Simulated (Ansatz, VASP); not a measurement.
**SiO3: VASP beside Ansatz**

```
Si O
1.0
     3.47462    0.00000    0.00000
     0.00000    3.47462    0.00000
     0.00000    0.00000    3.47462
Si O
1 3
Cartesian
  1.7373 1.7373 1.7373
  0.0000 1.7373 1.7373
  1.7373 0.0000 1.7373
  1.7373 1.7373 0.0000
```

Alike in both runs: functional PBE; k mesh 5 × 5 × 5; occupations gaussian, width 0.2 eV; no spin polarisation.

Ansatz relaxed the structure, and its values are those at the end. VASP's run is a single point on that final structure, the one shown.

```csv
,VASP,Ansatz
version,VASP 6.6.1,Ansatz 0.2.0
potentials or method,"VASP PAW PBE potentials, release 64 (Si, O), cutoff 520 eV","scalar-relativistic, plane waves, PAW"
valence electrons in the cell,22,22
```

```tsv
	VASP	Ansatz	Ansatz less VASP
gap on the k mesh at the Fermi level (eV)	none	none	-
pressure (GPa)	0.0	0.0	+0.01
```

A gap of «none» marks a metal or a gap that the smearing closes.

The k mesh is coarse, so the values compare programs but aren't converged.
